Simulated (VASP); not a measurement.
Input of a VASP 6.6.1 run:

Contents of INCAR:

```
SYSTEM = BN
ALGO = Normal
EDIFF = 1E-6
ENCUT = 520
GGA = PE
GGA_COMPAT = .FALSE.
ISIF = 2
ISMEAR = 0
ISPIN = 2
ISYM = -1
LASPH = .TRUE.
LCHARG = .TRUE.
LELF = .TRUE.
LORBIT = 11
LREAL = Auto
LVHAR = .TRUE.
LWAVE = .FALSE.
MAGMOM = 0 0 0 0.01 0 0 0 0 0 0 0 0 0 0 0.01 0 0 0 0 0.03 0 0.01 0 0 0.29 0 0.01 0 0 0 0.24 0 0.01 0
NBANDS = 95
NELECT = 135.0
NELM = 200
NUPDOWN = 1.0
PREC = Accurate
SIGMA = 0.01
```

KPOINTS

```
explicit points
1
Reciprocal
  0.25000000   0.25000000   0.25000000 1
```

File POSCAR:

```
BN
1.0
    7.4650312800      0.0000000000      0.0000000000
   -3.7325156400      6.4649067300      0.0000000000
    0.0000000000      0.0000000000      6.4954828800
B N
17 17
Direct
    0.1122060349      0.2236321399      0.2497168462
    0.1692865588      0.0847552812      0.7493468494
    0.1118565892      0.5559219358      0.2496107850
    0.2286418693      0.4515420342      0.7498759917
    0.1114880492      0.8891524992      0.2495625390
    0.2157672678      0.7708077653      0.7499218968
    0.4460527523      0.2244231084      0.2496206404
    0.5779693830      0.0860622618      0.7499902962
    0.4457017707      0.5560697674      0.2493631145
    0.4453592537      0.8891663336      0.2499865516
    0.5565172461      0.7715234036      0.7507102081
    0.7792091278      0.2236105813      0.2498292869
    0.8870848767      0.1115753617      0.7499497005
    0.7780201949      0.5560536536      0.2492733578
    0.8833981643      0.4509837889      0.7494027446
    0.7784526123      0.8892260691      0.2495682332
    0.8732993602      0.7683025926      0.7495713512
    0.1125859855      0.2281400796      0.7495539533
    0.2227872565      0.1122191146      0.2497940596
    0.1085016663      0.5544788815      0.7497089589
    0.2227223648      0.4455027153      0.2496062093
    0.1083565015      0.8836687547      0.7496430927
    0.2227801490      0.7788859765      0.2496964675
    0.5561377819      0.1123251367      0.2500630094
    0.4436456386      0.5593892124      0.7510398915
    0.5560763360      0.4456177461      0.2490295541
    0.4373214517      0.8850693837      0.7505759932
    0.5562053477      0.7790409933      0.2498163655
    0.7796942672      0.2275554215      0.7497623020
    0.8895359452      0.1123386454      0.2498181668
    0.7739200094      0.5561025515      0.7478645471
    0.8894276185      0.4455483467      0.2494637624
    0.7779615320      0.8932976908      0.7503835748
    0.8894447182      0.7789845399      0.2489592020
```

Potentials or basis: VASP PAW PBE potentials, release 64 (B, N).

The run is started by

```sh
$ cat potpaw_PBE.64/B/POTCAR potpaw_PBE.64/N/POTCAR > POTCAR
$ mpirun -np 1 vasp_std > vasp.out
```

(1) What does it give for the largest force?

## Answers

(1) 0.041 eV/Å.

Caveat: the cell carries a net charge on a neutralising background, which shifts energy and pressure; the total moment is fixed, so each spin has its own Fermi level.
